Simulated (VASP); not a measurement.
# AlCo (P4mm) in VASP: notebook, part 2 of 2

VASP 6.6.1.

## (4) Single point, PBE (the distance across one plane changed)

File INCAR:

```
SYSTEM = AlCo
  PREC = Accurate
  ENCUT = 520
  EDIFF = 1E-6
  ISMEAR = 0
  SIGMA = 0.15
  LREAL = .FALSE.
  LASPH = .TRUE.
  NELM = 80
  ALGO = Fast
  ISIF = 2
  LWAVE = .FALSE.
  LCHARG = .FALSE.
  GGA = PE
  NBANDS = 27
```

File KPOINTS:

```
Automatic mesh
0
G
  21 21 7
  0 0 0
```

File POSCAR:

```
AlCo
1.0
    0.0000000000     -2.8519024102      0.0000000000
    0.0000000000      0.0000000000     -2.8519024102
    9.5557072306      0.0000000000      0.0000000000
Al Co
3 3
Direct
    1.0000000000      1.0000000000      0.2238227021
    1.0000000000      1.0000000000      0.5222728682
    1.0000000000      1.0000000000      0.8207230343
    0.5000000000      0.5000000000      0.0745976190
    0.5000000000      0.5000000000      0.3730477851
    0.5000000000      0.5000000000      0.6714979512
```

Potentials or basis: VASP PAW PBE potentials, release 64 (Al, Co).

Command:

```
$ cat potpaw_PBE.64/Al/POTCAR potpaw_PBE.64/Co/POTCAR > POTCAR
$ mpirun -np 1 vasp_std > vasp.out
```

OUTCAR:

```text
SYSTEM = AlCo
   PREC = Accurate
   ENCUT = 520
   EDIFF = 1E-6
   ISMEAR = 0
   LREAL = .FALSE.
   LASPH = .TRUE.
   NELM = 80
   ISIF = 2
   GGA = PE

 ion  position               nearest neighbor table
   1  0.000  0.000  0.224-   5 2.47   5 2.47   5 2.47   5 2.47   4 2.47   4 2.47   4 2.47   4 2.47
                             2 2.85
   2  0.000  0.000  0.522-   6 2.47   6 2.47   6 2.47   6 2.47   5 2.47   5 2.47   5 2.47   5 2.47
                             1 2.85   3 2.85
   3  0.000  0.000  0.821-   6 2.47   6 2.47   6 2.47   6 2.47   2 2.85   4 3.15   4 3.15   4 3.15
                             4 3.15
   4  0.500  0.500  0.075-   1 2.47   1 2.47   1 2.47   1 2.47   5 2.85   3 3.15   3 3.15   3 3.15
                             3 3.15
   5  0.500  0.500  0.373-   1 2.47   1 2.47   1 2.47   1 2.47   2 2.47   2 2.47   2 2.47   2 2.47
                             4 2.85   6 2.85
   6  0.500  0.500  0.671-   2 2.47   2 2.47   2 2.47   2 2.47   3 2.47   3 2.47   3 2.47   3 2.47
                             5 2.85

  LATTYP: Found a simple tetragonal cell.
 ALAT       =     2.8519024102
 C/A-ratio  =     3.3506431344

  Lattice vectors:

 A1 = (   0.0000000000,  -2.8519024102,   0.0000000000)
 A2 = (   0.0000000000,   0.0000000000,  -2.8519024102)
 A3 = (   9.5557072306,   0.0000000000,   0.0000000000)

Analysis of symmetry for initial positions (statically):
=====================================================================
 Subroutine PRICEL returns:
 Original cell was already a primitive cell.

 Routine SETGRP: Setting up the symmetry group for a
 simple tetragonal supercell.

 Subroutine GETGRP returns: Found  8 space group operations
 (whereof  8 operations were pure point group operations)
 out of a pool of 16 trial point group operations.

The static configuration has the point symmetry C_4v.

Analysis of symmetry for dynamics (positions and initial velocities):
=====================================================================
 Subroutine PRICEL returns:
 Original cell was already a primitive cell.
[... 140 lines left out ...]
   LORBIT       =      0    0 simple, 1 ext, 2 COOP (PROOUT), +10 PAW based schemes
   GGA     = PE    functional components
   LHFCALC =     F    Hartree Fock is set to
   AEXX    =    0.0000 exact exchange contribution
   IVDW    =     0    specifies the selected vdW correction
   LEPSILON=     F    determine dielectric tensor
   LRPA    =     F    only Hartree local field effects (RPA)
 non-spin polarized calculation
 RMM-DIIS sequential band-by-band and
 Gauss-broadening in eV      SIGMA  =   0.15
  energy-cutoff  :      520.00
  volume of cell :       77.72
 maximum number of plane-waves:      2121
 NGX is ok and might be reduce to    24
   NGX = 11   NGY = 11   NGZ = 35

 number of electron      35.9999995 magnetization

 Free energy of the ion-electron system (eV)
  ---------------------------------------------------
  ext. energy  EPLUGINS =         0.00000000
  ---------------------------------------------------
  free energy    TOTEN  =       -34.59834077 eV

  energy without entropy =      -34.54952658  energy(sigma->0) =      -34.57393368

 E-fermi :   8.9603     XC(G=0): -11.6657

 val. band max:        8.9597332818   @ k =   0.2381   0.0952   0.2857
 cond. band min:       8.9610179129   @ k =   0.3810   0.0000   0.2857
 fundamental gap:      0.0012846311
 Fermi energy:         8.9602867418

 k-point     1 :       0.0000    0.0000    0.0000
  band No.  band energies     occupation
      1      -1.5926      2.00000
      2      -0.0989      2.00000
      3       1.0214      2.00000
      4       4.3697      2.00000
      5       5.0983      2.00000
      6       6.2147      2.00000
[... 709 lines left out ...]
     26      16.2004      0.00000
     27      16.4104      0.00000

 [... further k-points ...]

------------------------ aborting loop because EDIFF is reached ----------------------------------------

  FORCE on cell =-STRESS in cart. coord.  units (eV):
  Direction    XX          YY          ZZ          XY          YZ          ZX
  --------------------------------------------------------------------------------------
  -------------------------------------------------------------------------------------
  Total       -3.5637369     -3.0929272     -3.0929272      0.0000000      0.0000000      0.0000000
  in kB      -73.4656054    -63.7599723    -63.7599723      0.0000000      0.0000000      0.0000000
  external PRESSURE =     -66.9951834 kB  Pullay stress =       0.0000000 kB

 VOLUME and BASIS-vectors are now :
 -----------------------------------------------------------------------------
  energy-cutoff  :      520.00
  volume of cell :       77.72
      direct lattice vectors                 reciprocal lattice vectors
     0.000000000 -2.851902410  0.000000000     0.000000000 -0.350643134  0.000000000
     0.000000000  0.000000000 -2.851902410     0.000000000  0.000000000 -0.350643134
     9.555707231  0.000000000  0.000000000     0.104649502  0.000000000  0.000000000

 POSITION                                       TOTAL-FORCE (eV/Angst)
 -----------------------------------------------------------------------------------
      2.13878      0.00000      0.00000        -0.720184      0.000000      0.000000
      4.99069      0.00000      0.00000        -0.175539      0.000000      0.000000
      7.84259      0.00000      0.00000         1.515774      0.000000      0.000000
      0.71283     -1.42595     -1.42595        -0.980376      0.000000      0.000000
      3.56474     -1.42595     -1.42595         0.108048      0.000000     -0.000000
      6.41664     -1.42595     -1.42595         0.252277      0.000000     -0.000000
 -----------------------------------------------------------------------------------
    total drift:                               -0.002977     -0.000000      0.000000

  FREE ENERGIE OF THE ION-ELECTRON SYSTEM (eV)
  ---------------------------------------------------
  free  energy   TOTEN  =       -34.5983407733 eV

  energy  without entropy=      -34.5495265831  energy(sigma->0) =      -34.57393368
```

stdout:

```text
POSCAR found type information on POSCAR AlCo
 POSCAR found :  2 types and       6 ions
 scaLAPACK will be used
 LDA part: xc-table for (Slater+PW92), standard interpolation
 POSCAR, INCAR and KPOINTS ok, starting setup
 FFT: planning ... GRIDC
 FFT: planning ... GRID_SOFT
 FFT: planning ... GRID
 WAVECAR not read
 entering main loop
```

Wall time 7.2 min (1 thread of AMD EPYC 9R45 (Zen 5), shared host); peak memory 0.51 GiB.

Results:

```
Free energy            : -34.5983 eV
Pressure               : -6.7 GPa
Largest force          : 1.516 eV/Å
Band gap on the k mesh : zero (bands 18 and 19 overlap by 0.89 eV)
```

Forces on the atoms (eV/Å):
```
Al  -0.720  0.000  0.000
Al  -0.176  0.000  0.000
Al   1.516  0.000  0.000
Co  -0.980  0.000  0.000
Co   0.108  0.000  0.000
Co   0.252  0.000  0.000
```

Caveat: the cell differs from its parent crystal (the distance across one plane changed); the cell stands under tension; the run has no spin polarisation, though such a crystal can be magnetic; forces of over 1 eV/Å act on the atoms, so gaps and moduli don't describe the material at rest.

## (5) Overview

```csv
cell,further INCAR settings,gap on the mesh (eV),pressure (GPa),largest force (eV/Å)
"a = 2.852, b = 2.852, c = 9.056 Å, 6 atoms",ALGO = Fast; EDIFF = 1e-06; NBANDS = 27,none,-5.7,1.60
"a = 2.852, b = 2.852, c = 9.306 Å, 6 atoms",ALGO = Fast; EDIFF = 1e-07; NBANDS = 27,none,-6.5,1.67
"a = 2.852, b = 2.852, c = 9.556 Å, 6 atoms",ALGO = Fast; EDIFF = 1e-06; NBANDS = 27,none,-6.7,1.52
```

Alike in all rows: task single point; level PBE; potentials or basis VASP PAW PBE potentials, release 64 (Al, Co); no spin polarisation; k mesh 21 × 21 × 7; cutoff (eV) 520; smearing gaussian 0.15 eV.

Caveats: the cell stands under tension; the run has no spin polarisation, though such a crystal can be magnetic; forces of over 1 eV/Å act on the atoms, so gaps and moduli don't describe the material at rest.

Total energies depend on the potentials used, so only differences within one code and one set of settings carry meaning.
